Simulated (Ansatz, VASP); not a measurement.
# ZnAu in VASP and in Ansatz

```
CELL_PARAMETERS angstrom
3.21035 -0.00249 0.01303
-0.00249 3.18451 0.00485
0.01303 0.00485 3.24462
ATOMIC_POSITIONS crystal
Zn 0.49209 0.50511 0.50149
Au 0.00791 0.99489 0.99851
```

Change from the starting cell: all atoms moved at random, cell strained at random.

Alike in both runs: task single point; functional PBEsol; k mesh 12 × 12 × 12; occupations gaussian, width 0.1 eV; no spin polarisation.

|  | VASP | Ansatz |
| --- | --- | --- |
| version | VASP 6.6.1 | Ansatz 0.2.0 |
| potentials or method | VASP PAW PBE potentials, release 64 (Zn, Au), cutoff 520 eV | scalar-relativistic, plane waves, PAW |
| valence electrons in the cell | 23 | 31 |

Ansatz gave:

| Quantity | Value |
| --- | --- |
| gap on the k mesh at the Fermi level (eV) | none |
| pressure (GPa) | -9.0 |
| traceless stress, the component that is largest in VASP (GPa) | -0.35 |
| rms of the force components (eV/Å) | 0.075 |

Estimate VASP's values.

gap on the k mesh at the Fermi level (eV): none; pressure (GPa): -8.9; traceless stress, the component that is largest in VASP (GPa): -0.36; rms of the force components (eV/Å): 0.077.

VASP's potentials were made for PBE, not for PBEsol. Atom by atom the forces differ by 0.002 eV/Å (rms over components). A gap of «none» marks a metal or a gap that the smearing closes. The functional is the same, so the differences come from potentials, cutoffs and numerics. VASP's potentials hold 23 valence electrons a cell and Ansatz's 31, so a difference there can come from the potentials and not from the codes.

Spin-orbit coupling is off throughout.
